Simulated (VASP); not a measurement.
CsSnI3, 5 atoms in the cell. It takes space group Pm-3m (No. 221, cubic). Conventional cell: a = 6.206 Å, b = 6.206 Å, c = 6.206 Å, α = 90.00°, β = 90.00°, γ = 90.00°. Within 5.8 Å of Cs (site symmetry m-3m) lie 12 I at 4.39 Å and 8 Sn at 5.37 Å. Within 4.1 Å of I (site symmetry 4/mmm) lie 2 Sn at 3.10 Å. Within 4.1 Å of Sn (site symmetry m-3m) lie 6 I at 3.10 Å. 

```yaml
Program: VASP 6.6.1
Task: relaxation of cell and atoms
Functional: revPBE
Dispersion: D4
Potentials_or_basis: VASP PAW PBE potentials, release 64 (Cs_sv, I, Sn_d)
Cutoff: 600 eV
k_mesh: 5 × 5 × 5
Occupations: fermi-dirac, width 0.05 eV
Spin: no spin polarisation
Dipole_correction: no
Further_INCAR_settings: ALGO = Normal; EDIFF = 1e-06; IBRION = 2; EDIFFG = -0.01; NSW = 60; ISIF = 3
```

Potentials or basis: VASP PAW PBE potentials, release 64 (Cs_sv, I, Sn_d).

Launch:

```bash
$ cat potpaw_PBE.64/Cs_sv/POTCAR potpaw_PBE.64/I/POTCAR potpaw_PBE.64/Sn_d/POTCAR > POTCAR
$ mpirun -np 1 vasp_std > vasp.out
```

Hardware: 1 thread of Intel(R) Xeon(R) 6975P-C (Granite Rapids), on a shared host.

**Question.** Estimate the wall time of this run.

**Answer.** Wall time 59 s on 1 thread of Intel(R) Xeon(R) 6975P-C (Granite Rapids), on a shared host, peak memory 0.41 GiB. Counts: scf iterations 19, k points 10, ion steps 2.
